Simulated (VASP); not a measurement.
# Cu in VASP: further runs

Runs on Cu. Level: PBE. Tasks: electric field gradients.

All numbers are computed with VASP 6.6.1; they aren't measurements. Logs are shortened: lines on timing, memory, paths and dates and some standing lists are left out, and cuts for length are marked.

**1. The cell of the first run**

The structure is trigonal, space group R-3m (No. 166). The conventional cell has a = 2.531 Å, b = 2.531 Å, c = 6.387 Å, α = 90.00°, β = 90.00°, γ = 120.00°. Cu (site symmetry -3m) has 12 Cu at 2.53 to 2.58 Å within 3.3 Å.

**2. Electric field gradients, PBE (equal xy, yz and zx shear strains of +2 %)**

The input, INCAR:

```
SYSTEM = Cu
PREC = Accurate
ENCUT = 520
EDIFF = 1E-8
ISMEAR = -1
SIGMA = 0.08
LREAL = .FALSE.
LASPH = .TRUE.
NELM = 100
ALGO = Normal
ISIF = 2
LWAVE = .FALSE.
LCHARG = .FALSE.
GGA = PE
LEFG = .TRUE.
NBANDS = 12
```

The input, KPOINTS:

```
Automatic mesh
0
G
  19 19 19
  0 0 0
```

The input, POSCAR:

```
Cu
1.0
    0.0361500000      1.8255750000      1.8255750000
    1.8255750000      0.0361500000      1.8255750000
    1.8255750000      1.8255750000      0.0361500000
Cu
1
Direct
    0.0000000000      0.0000000000      0.0000000000
```

Potentials or basis: VASP PAW PBE potentials, release 64 (Cu).

On the command line:

```
cat potpaw_PBE.64/Cu/POTCAR > POTCAR
mpirun -np 1 vasp_std > vasp.out
```

OUTCAR:

```text
SYSTEM = Cu
   PREC = Accurate
   ENCUT = 520
   EDIFF = 1E-8
   ISMEAR = -1
   LREAL = .FALSE.
   LASPH = .TRUE.
   NELM = 100
   ISIF = 2
   GGA = PE

 ion  position               nearest neighbor table
   1  0.000  0.000  0.000-

  LATTYP: Found a trigonal (rhomboedric) cell.
 ALAT       =     2.5820059999
 COS(alpha) =     0.5197000882

  Lattice vectors:

 A1 = (   0.0361500000,   1.8255750000,   1.8255750000)
 A2 = (   1.8255750000,   0.0361500000,   1.8255750000)
 A3 = (   1.8255750000,   1.8255750000,   0.0361500000)

Analysis of symmetry for initial positions (statically):
=====================================================================
 Subroutine PRICEL returns:
 Original cell was already a primitive cell.

 Routine SETGRP: Setting up the symmetry group for a
 trigonal (rhombohedral) supercell.

 Subroutine GETGRP returns: Found 12 space group operations
 (whereof 12 operations were pure point group operations)
 out of a pool of 12 trial point group operations.

The static configuration has the point symmetry D_3d.

Analysis of symmetry for dynamics (positions and initial velocities):
=====================================================================
 Subroutine PRICEL returns:
 Original cell was already a primitive cell.

 Routine SETGRP: Setting up the symmetry group for a
 trigonal (rhombohedral) supercell.

 Subroutine GETGRP returns: Found 12 space group operations
 (whereof 12 operations were pure point group operations)
 out of a pool of 12 trial point group operations.

The dynamic configuration has the point symmetry D_3d.

 Subroutine INISYM returns: Found 12 space group operations
 (whereof 12 operations are pure point group operations),
 and found     1 'primitive' translations

----------------------------------------------------------------------------------------

                                     Primitive cell

  volume of cell :      11.8069

  direct lattice vectors                    reciprocal lattice vectors
     0.036150000  1.825575000  1.825575000    -0.282158772  0.276679961  0.276679961
     1.825575000  0.036150000  1.825575000     0.276679961 -0.282158772  0.276679961
     1.825575000  1.825575000  0.036150000     0.276679961  0.276679961 -0.282158772

  length of vectors
[... 120 lines left out ...]
  ---------------------------------------------------
  ext. energy  EPLUGINS =         0.00000000
  ---------------------------------------------------
  free energy    TOTEN  =        -3.72498790 eV

  energy without entropy =       -3.71801313  energy(sigma->0) =       -3.72150051

 E-fermi :   7.6247     XC(G=0): -12.7275

 val. band max:        7.6153571352   @ k =   0.4737   0.4211   0.1053
 cond. band min:       7.6466752820   @ k =   0.4737   0.4737   0.2632
 fundamental gap:      0.0313181469
 Fermi energy:         7.6247000732

 k-point     1 :       0.0000    0.0000    0.0000
  band No.  band energies     occupation
      1      -1.7644      2.00000
      2       4.4538      2.00000
      3       4.5998      2.00000
      4       4.5998      2.00000
      5       5.3844      2.00000
      6       5.3844      2.00000
      7      29.9552      0.00000
      8      32.1047      0.00000
      9      33.3327      0.00000
     10      33.3327      0.00000
     11      34.4458      0.00000
     12      35.7417      0.00000
[... 331 lines left out ...]
 k-point    24 :      -0.2632    0.0526   -0.0000
  band No.  band energies     occupation
      1       0.9525      2.00000
      2       4.3025      2.00000
      3       4.6320      2.00000
      4       4.7812      2.00000
      5       5.4080      2.00000
      6       5.6799      2.00000
      7      18.8636      0.00000
      8      27.6717      0.00000
      9      30.1844      0.00000
     10      31.7254      0.00000
     11      33.8098      0.00000
     12      35.2593      0.00000

 [... further k-points ...]
[... 5 lines left out ...]
  --------------------------------------------------------------------------------------
  -------------------------------------------------------------------------------------
  Total        0.1809155      0.1809155      0.1809155     -0.1143432     -0.1143432     -0.1143432
  in kB       24.5499642     24.5499642     24.5499642    -15.5162019    -15.5162019    -15.5162019
  external PRESSURE =      24.5499642 kB  Pullay stress =       0.0000000 kB

 VOLUME and BASIS-vectors are now :
 -----------------------------------------------------------------------------
  energy-cutoff  :      520.00
  volume of cell :       11.81
      direct lattice vectors                 reciprocal lattice vectors
     0.036150000  1.825575000  1.825575000    -0.282158772  0.276679961  0.276679961
     1.825575000  0.036150000  1.825575000     0.276679961 -0.282158772  0.276679961
     1.825575000  1.825575000  0.036150000     0.276679961  0.276679961 -0.282158772

 POSITION                                       TOTAL-FORCE (eV/Angst)
 -----------------------------------------------------------------------------------
      0.00000      0.00000      0.00000         0.000000      0.000000      0.000000
 -----------------------------------------------------------------------------------
    total drift:                               -0.000000     -0.000000     -0.000000

  FREE ENERGIE OF THE ION-ELECTRON SYSTEM (eV)
  ---------------------------------------------------
  free  energy   TOTEN  =        -3.7249878999 eV

  energy  without entropy=       -3.7180131294  energy(sigma->0) =       -3.72150051

 Electric field gradients (V/A^2)
---------------------------------------------------------------------
 ion       V_xx      V_yy      V_zz      V_xy      V_xz      V_yz
---------------------------------------------------------------------
   1      -0.000     0.000     0.000     0.691     0.691     0.691
---------------------------------------------------------------------

 Electric field gradients after diagonalization (V/A^2)
 (convention: |V_zz| > |V_xx| > |V_yy|)
----------------------------------------------------------------------
 ion       V_xx      V_yy      V_zz     asymmetry (V_yy - V_xx)/ V_zz
----------------------------------------------------------------------
   1      -0.691    -0.691     1.382       0.000
----------------------------------------------------------------------

           NMR quadrupolar parameters

 Cq : quadrupolar parameter    Cq=e*Q*V_zz/h
 eta: asymmetry parameters     (V_yy - V_xx)/ V_zz
 Q  : nuclear electric quadrupole moment in mb (millibarn)
----------------------------------------------------------------------
 ion       Cq(MHz)       eta       Q (mb)
----------------------------------------------------------------------
   1       0.003       0.000       1.000
----------------------------------------------------------------------
```

OSZICAR:

```text
N       E                     dE             d eps       ncg     rms          rms(c)
DAV:   1     0.427413729953E+02    0.42741E+02   -0.53957E+03 17880   0.154E+03
DAV:   2    -0.331654781238E+01   -0.46058E+02   -0.42398E+02 16468   0.204E+02
DAV:   3    -0.462183570112E+01   -0.13053E+01   -0.12955E+01 19084   0.394E+01
DAV:   4    -0.463022837075E+01   -0.83927E-02   -0.83916E-02 18012   0.277E+00
DAV:   5    -0.463030667993E+01   -0.78309E-04   -0.78308E-04 19316   0.274E-01    0.769E+00
DAV:   6    -0.410647216584E+01    0.52383E+00   -0.14535E+01 19252   0.722E+01    0.393E+00
DAV:   7    -0.373762297548E+01    0.36885E+00   -0.23014E+00 19244   0.287E+01    0.589E-01
DAV:   8    -0.372648739921E+01    0.11136E-01   -0.43979E-03 18280   0.911E-01    0.293E-01
DAV:   9    -0.372498735804E+01    0.15000E-02   -0.92258E-03 20108   0.167E+00    0.297E-02
DAV:  10    -0.372498899513E+01   -0.16371E-05   -0.39686E-05 24032   0.103E-01    0.832E-03
DAV:  11    -0.372498777290E+01    0.12222E-05   -0.90798E-07 19900   0.171E-02    0.297E-04
DAV:  12    -0.372498784396E+01   -0.71058E-07   -0.11913E-08 12996   0.135E-03    0.107E-04
DAV:  13    -0.372498789223E+01   -0.48276E-07   -0.32738E-09 11148   0.809E-04    0.174E-05
DAV:  14    -0.372498789993E+01   -0.76923E-08   -0.31970E-10  9416   0.261E-04
   1 F= -.37249879E+01 E0= -.37215005E+01  d E =-.697477E-02
```

stdout:

```text
POSCAR found type information on POSCAR Cu
 POSCAR found :  1 types and       1 ions
 scaLAPACK will be used
 LDA part: xc-table for (Slater+PW92), standard interpolation
 POSCAR, INCAR and KPOINTS ok, starting setup
 FFT: planning ... GRIDC
 FFT: planning ... GRID_SOFT
 FFT: planning ... GRID
 WAVECAR not read
 entering main loop
ion   1
```

It took 53 s on 1 thread of AMD EPYC 9R45 (Zen 5), shared host; peak memory 0.17 GiB.

Results:

```
Free energy : -3.7250 eV
Pressure    : 2.5 GPa
```

Levels at points of the mesh, in eV from the Fermi level:
```csv
k point,band 3,band 4,band 5,band 6,band 7,band 8,band 9,band 10
"(0.00, 0.00, 0.00)",-3.02,-3.02,-2.24,-2.24,22.33,24.48,25.71,25.71
```

Electric field gradients, principal values (V/Å²):
```csv
atom,least,middle,greatest (by size)
1 Cu,-0.691,-0.691,1.382
```

Caveat: the cell differs from its parent crystal (equal xy, yz and zx shear strains of +2 %); without QUAD_EFG the Cq values of the log hold for a quadrupole moment of 1 mb, not for the nuclei.

**3. Electric field gradients, PBE (z stretched by -2 % at fixed volume)**

The input, INCAR:

```
SYSTEM = Cu
PREC     = Accurate       ! precision mode
ENCUT    = 520            ! plane-wave cutoff, eV
EDIFF    = 1E-8           ! SCF threshold, eV
ISMEAR   = -1             ! smearing method
SIGMA    = 0.08           ! smearing width, eV
LREAL    = .FALSE.        ! projectors in reciprocal space
LASPH    = .TRUE.         ! aspherical terms in the spheres
NELM     = 100            ! most SCF steps
ALGO     = Normal         ! electronic algorithm
ISIF     = 2              ! what is computed and relaxed
LWAVE    = .FALSE.        ! write WAVECAR
LCHARG   = .FALSE.        ! write CHGCAR
GGA      = PE             ! functional
LEFG     = .TRUE.       
NBANDS   = 12             ! bands
```

KPOINTS is that of step 2.

The input, POSCAR:

```
Cu
1.0
    0.0000000000      1.8258507244      1.7713500000
    1.8258507244      0.0000000000      1.7713500000
    1.8258507244      1.8258507244      0.0000000000
Cu
1
Direct
    0.0000000000      0.0000000000      0.0000000000
```

Potentials or basis: VASP PAW PBE potentials, release 64 (Cu).

On the command line:

```
cat potpaw_PBE.64/Cu/POTCAR > POTCAR
mpirun -np 1 vasp_std > vasp.out
```

OUTCAR:

```text
SYSTEM = Cu
   PREC = Accurate
   ENCUT = 520
   EDIFF = 1E-8
   ISMEAR = -1
   LREAL = .FALSE.
   LASPH = .TRUE.
   NELM = 100
   ISIF = 2
   GGA = PE

 ion  position               nearest neighbor table
   1  0.000  0.000  0.000-

  LATTYP: Found a body centered tetragonal cell.
 ALAT       =     2.5821428573
 C/A-ratio  =     1.3719999999

  Lattice vectors:

 A1 = (   0.0000000000,  -1.8258507244,  -1.7713500000)
 A2 = (   0.0000000000,   1.8258507244,  -1.7713500000)
 A3 = (   1.8258507244,   0.0000000000,   1.7713500000)
[... 564 lines left out ...]
    total drift:                                0.000000      0.000000      0.000000

  FREE ENERGIE OF THE ION-ELECTRON SYSTEM (eV)
  ---------------------------------------------------
  free  energy   TOTEN  =        -3.7274665031 eV

  energy  without entropy=       -3.7204614141  energy(sigma->0) =       -3.72396396

 Electric field gradients (V/A^2)
---------------------------------------------------------------------
 ion       V_xx      V_yy      V_zz      V_xy      V_xz      V_yz
---------------------------------------------------------------------
   1       0.061     0.061    -0.122    -0.000     0.004     0.004
---------------------------------------------------------------------

 Electric field gradients after diagonalization (V/A^2)
 (convention: |V_zz| > |V_xx| > |V_yy|)
----------------------------------------------------------------------
 ion       V_xx      V_yy      V_zz     asymmetry (V_yy - V_xx)/ V_zz
----------------------------------------------------------------------
   1       0.061     0.061    -0.122       0.002
----------------------------------------------------------------------

           NMR quadrupolar parameters

 Cq : quadrupolar parameter    Cq=e*Q*V_zz/h
 eta: asymmetry parameters     (V_yy - V_xx)/ V_zz
 Q  : nuclear electric quadrupole moment in mb (millibarn)
----------------------------------------------------------------------
 ion       Cq(MHz)       eta       Q (mb)
----------------------------------------------------------------------
   1      -0.000       0.002       1.000
----------------------------------------------------------------------
```

OSZICAR:

```text
N       E                     dE             d eps       ncg     rms          rms(c)
DAV:   1     0.421214216892E+02    0.42121E+02   -0.54238E+03 14760   0.154E+03
DAV:   2    -0.331299057400E+01   -0.45434E+02   -0.41792E+02 13624   0.203E+02
DAV:   3    -0.462515003729E+01   -0.13122E+01   -0.13041E+01 15572   0.395E+01
DAV:   4    -0.463342599378E+01   -0.82760E-02   -0.82748E-02 14816   0.277E+00
DAV:   5    -0.463350266093E+01   -0.76667E-04   -0.76667E-04 15884   0.272E-01    0.769E+00
DAV:   6    -0.410766040668E+01    0.52584E+00   -0.14518E+01 15712   0.722E+01    0.393E+00
DAV:   7    -0.374017063628E+01    0.36749E+00   -0.22997E+00 15740   0.286E+01    0.593E-01
DAV:   8    -0.372892132312E+01    0.11249E-01   -0.43964E-03 14844   0.879E-01    0.288E-01
DAV:   9    -0.372746486079E+01    0.14565E-02   -0.89120E-03 16584   0.164E+00    0.289E-02
DAV:  10    -0.372746751221E+01   -0.26514E-05   -0.37373E-05 19528   0.976E-02    0.836E-03
DAV:  11    -0.372746636940E+01    0.11428E-05   -0.98159E-07 16408   0.180E-02    0.282E-04
DAV:  12    -0.372746644317E+01   -0.73772E-07   -0.11784E-08 10468   0.128E-03    0.108E-04
DAV:  13    -0.372746649424E+01   -0.51067E-07   -0.35163E-09  9212   0.829E-04    0.199E-05
DAV:  14    -0.372746650310E+01   -0.88560E-08   -0.30637E-10  7656   0.254E-04
   1 F= -.37274665E+01 E0= -.37239640E+01  d E =-.700509E-02
```

stdout:

```text
POSCAR found type information on POSCAR Cu
 POSCAR found :  1 types and       1 ions
 scaLAPACK will be used
 LDA part: xc-table for (Slater+PW92), standard interpolation
 POSCAR, INCAR and KPOINTS ok, starting setup
 FFT: planning ... GRIDC
 FFT: planning ... GRID_SOFT
 FFT: planning ... GRID
 WAVECAR not read
 entering main loop
ion   1
```

Wall time 81 s (1 thread of Intel Xeon Platinum 8488C (Sapphire Rapids), shared host); peak memory 0.19 GiB.

What came out:

| Quantity | Value |
| --- | --- |
| Free energy | -3.7275 eV |
| Pressure | 2.3 GPa |

Levels at points of the mesh, in eV from the Fermi level:
```tsv
k point	band 3	band 4	band 5	band 6	band 7	band 8	band 9	band 10
(0.00, 0.00, 0.00)	-3.12	-2.97	-2.32	-2.18	22.57	25.17	25.17	25.29
```

Caveat: without QUAD_EFG the Cq values of the log hold for a quadrupole moment of 1 mb, not for the nuclei.
